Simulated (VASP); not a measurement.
# Fe (Im-3m) in VASP: further runs

Runs on Fe. Level: r2SCAN. Tasks: single point.

Program: VASP 6.6.1. These are calculated values, not measurements. Logs are shortened: lines on timing, memory, paths and dates and some standing lists are left out, and cuts for length are marked.

### Step 1. The cell of the first run

Symmetry: Im-3m, No. 229, cubic system. Conventional cell: a = 2.863 Å, b = 2.863 Å, c = 2.863 Å, α = 90.00°, β = 90.00°, γ = 90.00°. Fe (site symmetry m-3m) has 14 Fe at 2.48 to 2.86 Å within 3.3 Å.

### Step 2. Single point, r2SCAN, collinear spin, ferromagnetic start

The input, POSCAR:

```
Fe
1.0
   -1.4315177500      1.4315177500      1.4315177500
    1.4315177500     -1.4315177500      1.4315177500
    1.4315177500      1.4315177500     -1.4315177500
Fe
1
Direct
    0.0000000000      0.0000000000      0.0000000000
```

The input, INCAR.step1:

```
ALGO = Normal ; EDIFF = 1E-4
ENCUT = 520 ; GGA = PE
ISMEAR = 0 ; ISPIN = 2
LASPH = T ; LCHARG = F
LMAXMIX = 4 ; LREAL = F
LWAVE = T ; MAGMOM = 4
NBANDS = 14 ; NELM = 150
PREC = Accurate ; SIGMA = 0.1
```

The input, INCAR.step2:

```
ALGO = Normal ; EDIFF = 1E-6
ENCUT = 520 ; ISIF = 2
ISMEAR = 0 ; ISPIN = 2
ISTART = 1 ; LASPH = T
LCHARG = T ; LELF = T
LMAXMIX = 4 ; LMIXTAU = T
LORBIT = 11 ; LREAL = F
LVHAR = T ; LWAVE = F
MAGMOM = 4 ; METAGGA = R2SCAN
NBANDS = 14 ; NELM = 150
PREC = Accurate ; SIGMA = 0.1
```

The input, KPOINTS:

```
k-points
0
Gamma
  8 8 8
```

Potentials or basis: VASP PAW PBE potentials, release 64 (Fe).

Started as:

```console
$ cat potpaw_PBE.64/Fe/POTCAR > POTCAR
$ cp INCAR.step1 INCAR
$ mpirun -np 1 vasp_std > vasp.out
$ cp INCAR.step2 INCAR
$ mpirun -np 1 vasp_std > vasp.out
```

OUTCAR:

```text
EDIFF = 1E-6
   ENCUT = 520
   ISIF = 2
   ISMEAR = 0
   ISPIN = 2
   ISTART = 1
   LASPH = T
   LORBIT = 11
   LREAL = F
   METAGGA = R2SCAN
   NELM = 150
   PREC = Accurate

 ion  position               nearest neighbor table
   1  0.000  0.000  0.000-

  LATTYP: Found a body centered cubic cell.
 ALAT       =     2.8630355000

  Lattice vectors:

 A1 = (  -1.4315177500,   1.4315177500,   1.4315177500)
 A2 = (   1.4315177500,  -1.4315177500,   1.4315177500)
 A3 = (   1.4315177500,   1.4315177500,  -1.4315177500)

Analysis of symmetry for initial positions (statically):
=====================================================================
 Subroutine PRICEL returns:
 Original cell was already a primitive cell.

 Routine SETGRP: Setting up the symmetry group for a
 body centered cubic supercell.

 Subroutine GETGRP returns: Found 48 space group operations
 (whereof 48 operations were pure point group operations)
 out of a pool of 48 trial point group operations.

The static configuration has the point symmetry O_h .

Analysis of symmetry for dynamics (positions and initial velocities):
=====================================================================
 Subroutine PRICEL returns:
 Original cell was already a primitive cell.

 Routine SETGRP: Setting up the symmetry group for a
 body centered cubic supercell.

 Subroutine GETGRP returns: Found 48 space group operations
 (whereof 48 operations were pure point group operations)
 out of a pool of 48 trial point group operations.

The dynamic configuration has the point symmetry O_h .

Analysis of structural, dynamic, and magnetic symmetry:
=====================================================================
 Subroutine PRICEL returns:
 Original cell was already a primitive cell.

 Routine SETGRP: Setting up the symmetry group for a
 body centered cubic supercell.

 Subroutine GETGRP returns: Found 48 space group operations
 (whereof 48 operations were pure point group operations)
 out of a pool of 48 trial point group operations.

The overall configuration has the point symmetry O_h .

 Subroutine INISYM returns: Found 48 space group operations
 (whereof 48 operations are pure point group operations),
 and found     1 'primitive' translations

----------------------------------------------------------------------------------------

                                     Primitive cell

  volume of cell :      11.7341

  direct lattice vectors                    reciprocal lattice vectors
    -1.431517750  1.431517750  1.431517750     0.000000000  0.349279637  0.349279637
     1.431517750 -1.431517750  1.431517750     0.349279637  0.000000000  0.349279637
     1.431517750  1.431517750 -1.431517750     0.349279637  0.349279637  0.000000000

  length of vectors
     2.479461475  2.479461475  2.479461475     0.493956000  0.493956000  0.493956000

  position of ions in fractional coordinates (direct lattice)
     0.000000000  0.000000000  0.000000000

  ion indices of the primitive-cell ions
   primitive index   ion index
                 1           1

----------------------------------------------------------------------------------------

 KPOINTS: k-points

Automatic generation of k-mesh.
 Grid dimensions read from file:
 generate k-points for:    8    8    8

 Generating k-lattice:

  Cartesian coordinates                     Fractional coordinates (reciprocal lattice)
     0.000000000  0.043659955  0.043659955     0.125000000  0.000000000  0.000000000
     0.043659955  0.000000000  0.043659955     0.000000000  0.125000000  0.000000000
     0.043659955  0.043659955  0.000000000     0.000000000  0.000000000  0.125000000

  Length of vectors
     0.061744500  0.061744500  0.061744500

  Shift w.r.t. Gamma in fractional coordinates (k-lattice)
     0.000000000  0.000000000  0.000000000

 Subroutine IBZKPT returns following result:
 ===========================================

 Found     29 irreducible k-points:

 Following reciprocal coordinates:
            Coordinates               Weight
  0.000000  0.000000  0.000000      1.000000
  0.125000  0.000000  0.000000     12.000000
  0.250000  0.000000  0.000000     12.000000
  0.375000  0.000000  0.000000     12.000000
  0.500000  0.000000  0.000000      6.000000
  0.125000  0.125000  0.000000     24.000000
[... 16 lines left out ...]
 -0.250000  0.250000  0.250000      6.000000
 -0.375000  0.375000  0.250000     24.000000
 [... further k-points ...]
   k-points           NKPTS =     29   k-points in BZ     NKDIM =     29   number of bands    NBANDS=     14
   number of dos      NEDOS =    301   number of ions     NIONS =      1
   total plane-waves  NPLWV =   5832
   dimension x,y,z NGX =    18 NGY =   18 NGZ =   18
   dimension x,y,z NGXF=    36 NGYF=   36 NGZF=   36
   ions per type =               1
   NGX,Y,Z   is equivalent  to a cutoff of  12.07, 12.07, 12.07 a.u.
   NGXF,Y,Z  is equivalent  to a cutoff of  24.14, 24.14, 24.14 a.u.
 SYSTEM =  unknown system
   PREC   = accura    normal or accurate (medium, high low for compatibility)
   ISTART =      1    job   : 0-new  1-cont  2-samecut
   ICHARG =      0    charge: 1-file 2-atom 10-const
   ISPIN  =      2    spin polarized calculation?
   LNONCOLLINEAR =      F non collinear calculations
   LSORBIT =      F    spin-orbit coupling
   LASPH  =      T    aspherical Exc in radial PAW
   ENCUT  =  520.0 eV  38.22 Ry    6.18 a.u.   4.61  4.61  4.61*2*pi/ulx,y,z
   NELM   =    150;   NELMIN=  2; NELMDL=  0     # of ELM steps
   EDIFF  = 0.1E-05   stopping-criterion for ELM
   LREAL  =      F    real-space projection
   EDIFFG = 0.1E-04   stopping-criterion for IOM
   NSW    =      0    number of steps for IOM
   IBRION =     -1    ionic relax: 0-MD 1-quasi-New 2-CG
   NFREE  =      0    steps in history (QN), initial steepest desc. (CG)
   ISIF   =      2    stress and relaxation
   ISYM   =      2    0-nonsym 1-usesym 2-fastsym
   POTIM  = 0.5000    time-step for ionic-motion
   TEBEG  =    0.0;   TEEND  =   0.0 temperature during run
   PSTRESS=    0.0 pullay stress
   NELECT =       8.0000    total number of electrons
   NUPDOWN=      -1.0000    fix difference up-down
   EMIN   =  10.00;   EMAX   =-10.00  energy-range for DOS
   EFERMI =   0.00;   METHOD = LEGACY
   ISMEAR =     0;   SIGMA  =   0.10  broadening in eV -4-tet -1-fermi 0-gaus
   EFERMI_NEDOS =   21; number of points for ismear=-14 and -15
   IALGO  =     38    algorithm
   IMIX   =      4    mixing-type and parameters
     AMIX     =   0.40;   BMIX     =  1.00
     AMIX_MAG =   1.60;   BMIX_MAG =  1.00
  volume/ion in A,a.u.               =      11.73        79.19
  Fermi-wavevector in a.u.,A,eV,Ry     =   1.440859  2.722828 28.246703  2.076074
  Thomas-Fermi vector in A             =   2.559556
   LORBIT       =     11    0 simple, 1 ext, 2 COOP (PROOUT), +10 PAW based schemes
   METAGGA = R2SCAN    functional components
   LHFCALC =     F    Hartree Fock is set to
   AEXX    =    0.0000 exact exchange contribution
   IVDW    =     0    specifies the selected vdW correction
   LEPSILON=     F    determine dielectric tensor
   LRPA    =     F    only Hartree local field effects (RPA)
 spin polarized calculation
 Gauss-broadening in eV      SIGMA  =   0.10
  energy-cutoff  :      520.00
  volume of cell :       11.73
 maximum number of plane-waves:       325
   NGX =  9   NGY =  9   NGZ =  9

 number of electron       7.9999999 magnetization       2.6192644

 Free energy of the ion-electron system (eV)
  ---------------------------------------------------
  ext. energy  EPLUGINS =         0.00000000
  ---------------------------------------------------
  free energy    TOTEN  =       -14.36047607 eV

  energy without entropy =      -14.35400095  energy(sigma->0) =      -14.35723851

 E-fermi :   5.4838     XC(G=0): -14.0384

 val. band max:        5.4697385133   @ k =  -0.2500   0.2500   0.1250
 cond. band min:       5.5016217488   @ k =   0.5000   0.0000   0.0000
 fundamental gap:      0.0318832355
 Fermi energy:         5.4838435924

 spin component 1

 k-point     1 :       0.0000    0.0000    0.0000
  band No.  band energies     occupation
      1      -2.9996      1.00000
      2       2.4714      1.00000
      3       2.4715      1.00000
      4       2.4715      1.00000
      5       3.6955      1.00000
      6       3.6955      1.00000
      7      31.1847      0.00000
      8      31.1848      0.00000
      9      31.1848      0.00000
     10      36.0455      0.00000
     11      36.0455      0.00000
     12      37.7492      0.00000
     13      37.7492      0.00000
     14      37.7499      0.00000
[... 375 lines left out ...]
 k-point    24 :      -0.3750    0.3750    0.2500
  band No.  band energies     occupation
      1       0.9885      1.00000
      2       1.3857      1.00000
      3       2.9438      1.00000
      4       3.3615      1.00000
      5       4.4157      1.00000
      6       7.4970      0.00000
      7      17.1926      0.00000
      8      20.2112      0.00000
      9      23.0539      0.00000
     10      26.6142      0.00000
     11      36.3137      0.00000
     12      38.2754      0.00000
     13      41.3515      0.00000
     14      46.1947      0.00000

 [... further k-points ...]

 spin component 2

 k-point     1 :       0.0000    0.0000    0.0000
  band No.  band energies     occupation
      1      -3.6272      1.00000
      2       5.8606      0.00000
      3       5.8607      0.00000
      4       5.8607      0.00000
      5       8.0777      0.00000
      6       8.0777      0.00000
      7      30.8137      0.00000
      8      30.8138      0.00000
      9      30.8138      0.00000
     10      36.6348      0.00000
     11      36.6348      0.00000
     12      39.4988      0.00000
     13      39.4988      0.00000
     14      39.4993      0.00000
[... 375 lines left out ...]
 k-point    24 :      -0.3750    0.3750    0.2500
  band No.  band energies     occupation
      1       2.4683      1.00000
      2       4.2611      1.00000
      3       6.1689      0.00000
      4       6.7527      0.00000
      5       8.1675      0.00000
      6       9.8978      0.00000
      7      18.4270      0.00000
      8      21.2325      0.00000
      9      23.8726      0.00000
     10      27.4755      0.00000
     11      38.0768      0.00000
     12      39.6008      0.00000
     13      42.7378      0.00000
     14      47.7094      0.00000

 [... further k-points ...]
[... 5 lines left out ...]
  --------------------------------------------------------------------------------------
  -------------------------------------------------------------------------------------
  Total       -0.0583578     -0.0583578     -0.0583578      0.0000000      0.0000000      0.0000000
  in kB       -7.9681824     -7.9681824     -7.9681824      0.0000000      0.0000000      0.0000000
  external PRESSURE =      -7.9681824 kB  Pullay stress =       0.0000000 kB

 VOLUME and BASIS-vectors are now :
 -----------------------------------------------------------------------------
  energy-cutoff  :      520.00
  volume of cell :       11.73
      direct lattice vectors                 reciprocal lattice vectors
    -1.431517750  1.431517750  1.431517750     0.000000000  0.349279637  0.349279637
     1.431517750 -1.431517750  1.431517750     0.349279637  0.000000000  0.349279637
     1.431517750  1.431517750 -1.431517750     0.349279637  0.349279637  0.000000000

 POSITION                                       TOTAL-FORCE (eV/Angst)
 -----------------------------------------------------------------------------------
      0.00000      0.00000      0.00000         0.000000      0.000000     -0.000000
 -----------------------------------------------------------------------------------
    total drift:                                0.000000     -0.000000      0.000000

  FREE ENERGIE OF THE ION-ELECTRON SYSTEM (eV)
  ---------------------------------------------------
  free  energy   TOTEN  =       -14.3604760662 eV

  energy  without entropy=      -14.3540009469  energy(sigma->0) =      -14.35723851

 total charge

# of ion       s       p       d       tot
------------------------------------------
    1        0.478   0.546   6.184   7.208

 magnetization (x)

# of ion       s       p       d       tot
------------------------------------------
    1       -0.015  -0.116   2.819   2.688
```

Run time: 25 s. Hardware: 1 thread of AMD EPYC 9R14 (Zen 4), shared host; peak memory 0.1 GiB.

What came out:

```
Free energy                                           : -14.3605 eV
Pressure                                              : -0.8 GPa
Net moment                                            : 2.62 μB per cell
Site moments                                          : Fe +2.69 μB
Valence electrons inside the program's atomic spheres : Fe 7.21
```

Caveat: the k points lie up to 0.39 Å⁻¹ apart; the PAW data sets were made with another functional, which shifts forces and pressure a little.

### Step 3. Single point, r2SCAN, collinear spin, ferromagnetic start

This run uses another cell than the first one, of 11.78 Å³/atom, 1.003 times its volume.

The input, POSCAR:

```
Fe
1.0
   -1.4331828267      1.4331828267      1.4331828267
    1.4331828267     -1.4331828267      1.4331828267
    1.4331828267      1.4331828267     -1.4331828267
Fe
1
Direct
    0.0000000000      0.0000000000      0.0000000000
```

The input, INCAR.step1:

```
SYSTEM = Fe
PREC = Accurate ; ENCUT = 520
ISMEAR = 0 ; SIGMA = 0.1
LREAL = .FALSE. ; LASPH = .TRUE.
NELM = 150 ; ISPIN = 2
MAGMOM = 3.07 ; LMAXMIX = 4
NBANDS = 14 ; GGA = PE
ALGO = Normal ; EDIFF = 1E-4
LWAVE = .TRUE. ; LCHARG = .FALSE.
```

The input, INCAR.step2:

```
SYSTEM = Fe
PREC = Accurate ; ENCUT = 520
EDIFF = 1E-6 ; ISMEAR = 0
SIGMA = 0.1 ; LREAL = .FALSE.
LASPH = .TRUE. ; NELM = 150
ALGO = Normal ; ISIF = 2
LWAVE = .FALSE. ; LCHARG = .TRUE.
ISPIN = 2 ; MAGMOM = 3.07
LORBIT = 11 ; LMAXMIX = 4
METAGGA = R2SCAN ; LMIXTAU = .TRUE.
LELF = .TRUE. ; LVHAR = .TRUE.
NBANDS = 14 ; ISTART = 1
```

The input, KPOINTS:

```
regular mesh
0
G
  20 20 20
  0 0 0
```

Potentials or basis: VASP PAW PBE potentials, release 64 (Fe).

Started as:

```console
$ cat potpaw_PBE.64/Fe/POTCAR > POTCAR
$ cp INCAR.step1 INCAR
$ mpirun -np 1 vasp_std > vasp.out
$ cp INCAR.step2 INCAR
$ mpirun -np 1 vasp_std > vasp.out
```

Wall time 3 min (1 thread of AMD EPYC 9R14 (Zen 4), shared host); peak memory 0.14 GiB.

The run converged. Its results:

| Item | Value |
| --- | --- |
| Free energy | -14.3615 eV |
| Pressure | -0.3 GPa |
| Net moment | 2.65 μB per cell |
| Site moments | Fe +2.72 μB |
| Valence electrons inside the program's atomic spheres | Fe 7.20 |

Levels at points of the mesh, in eV from the Fermi level:
Spin up:
```tsv
k point	band 2	band 3	band 4	band 5	band 6	band 7	band 8	band 9
(0.00, 0.00, 0.00)	-3.07	-3.07	-3.07	-1.87	-1.87	25.63	25.63	25.63
(0.50, 0.00, 0.00)	-4.06	-1.83	-1.71	-0.54	0.56	6.88	18.79	20.21
(0.50, 0.50, 0.50)	-5.30	-0.80	-0.80	-0.80	9.94	9.94	9.94	15.50
```
Spin down:
```
           k point  band 1  band 2  band 3  band 4  band 5  band 6  band 7  band 8
(0.00, 0.00, 0.00)   -9.12    0.35    0.35    0.35    2.56    2.56   25.27   25.27
(0.50, 0.00, 0.00)   -3.51   -1.06   -0.02    2.39    2.85    3.40    9.16   18.73
(0.50, 0.50, 0.50)   -2.67   -2.67    3.09    3.09    3.09   10.29   10.29   10.29
```

Caveat: the PAW data sets were made with another functional, which shifts forces and pressure a little.

### Step 4. Single point, r2SCAN, collinear spin, ferromagnetic start

The input, POSCAR:

```
Fe
1.0
   -1.4315177500      1.4315177500      1.4315177500
    1.4315177500     -1.4315177500      1.4315177500
    1.4315177500      1.4315177500     -1.4315177500
Fe
1
Direct
    0.0000000000      0.0000000000      0.0000000000
```

The input, INCAR.step1:

```
ALGO = Normal ; EDIFF = 1E-5
ENCUT = 660 ; GGA = PE
GGA_COMPAT = F ; ISMEAR = 0
ISPIN = 2 ; LASPH = T
LCHARG = F ; LMAXMIX = 4
LREAL = F ; LWAVE = T
MAGMOM = 4 ; NBANDS = 18
NELM = 200 ; PREC = Accurate
SIGMA = 0.1
```

The input, INCAR.step2:

```
ALGO = Normal ; EDIFF = 1E-6
ENCUT = 660 ; GGA_COMPAT = F
ISIF = 2 ; ISMEAR = 0
ISPIN = 2 ; ISTART = 1
LASPH = T ; LCHARG = T
LELF = T ; LMAXMIX = 4
LMIXTAU = T ; LORBIT = 11
LREAL = F ; LVHAR = T
LWAVE = F ; MAGMOM = 4
METAGGA = R2SCAN ; NBANDS = 18
NELM = 200 ; PREC = Accurate
SIGMA = 0.1
```

The input, KPOINTS:

```
k-points
0
Gamma
  8 8 8
```

Potentials or basis: VASP PAW PBE potentials, release 64 (Fe_sv).

Started as:

```console
$ cat potpaw_PBE.64/Fe_sv/POTCAR > POTCAR
$ cp INCAR.step1 INCAR
$ mpirun -np 1 vasp_std > vasp.out
$ cp INCAR.step2 INCAR
$ mpirun -np 1 vasp_std > vasp.out
```

Run time: 27 s. Hardware: 1 thread of Intel Xeon 6975P-C (Granite Rapids), shared host; peak memory 0.16 GiB.

It converged, with:

```
Free energy                                           : -14.4747 eV
Pressure                                              : -1.9 GPa
Net moment                                            : 2.64 μB per cell
Site moments                                          : Fe +2.77 μB
Valence electrons inside the program's atomic spheres : Fe 13.73
```

Levels at points of the mesh, in eV from the Fermi level:
Spin up:
```
           k point  band 7  band 8  band 9  band 10  band 11  band 12
(0.00, 0.00, 0.00)   -3.03   -3.03   -1.80    -1.80    25.02    25.02
(0.50, 0.00, 0.00)   -1.76   -1.64   -0.46     0.52     6.95    18.50
(0.50, 0.50, 0.50)   -0.72   -0.72   -0.72     9.88     9.88     9.88
```
Spin down:
```csv
k point,band 3,band 4,band 5,band 6,band 7,band 8,band 9,band 10,band 11,band 12
"(0.00, 0.00, 0.00)",-52.29,-52.29,-9.19,0.41,0.41,0.41,2.65,2.65,24.72,24.72
"(0.50, 0.00, 0.00)",-52.44,-52.29,-3.52,-1.03,-0.10,2.48,2.95,3.51,9.26,18.44
"(0.50, 0.50, 0.50)",-52.61,-52.61,-2.67,-2.67,3.20,3.20,3.20,10.21,10.21,10.21
```

Caveat: the k points lie up to 0.39 Å⁻¹ apart; the PAW data sets were made with another functional, which shifts forces and pressure a little.

### Step 5. The runs side by side

| potentials or basis | cell | k mesh | cutoff (eV) | second run | gap on the mesh (eV) | pressure (GPa) | moment (μB) |
| --- | --- | --- | --- | --- | --- | --- | --- |
| VASP PAW PBE potentials, release 64 (Fe) | a = 2.479 Å, angles 109.5°, 1 atom | 8 × 8 × 8 | 520 | - | none | -0.8 | 2.62 |
| VASP PAW PBE potentials, release 64 (Fe) | a = 2.482 Å, angles 109.5°, 1 atom | 20 × 20 × 20 | 520 | - | none | -0.3 | 2.65 |
| VASP PAW PBE potentials, release 64 (Fe_sv) | a = 2.479 Å, angles 109.5°, 1 atom | 8 × 8 × 8 | 660 | valence_matched | none | -1.9 | 2.64 |

Alike in all rows: task single point; level r2SCAN; spin collinear, ferromagnetic start; smearing gaussian 0.1 eV.

Caveats: some runs use coarse meshes; the PAW data sets were made with another functional, which shifts forces and pressure a little.

Absolute energies hang on the potentials; compare differences alone.
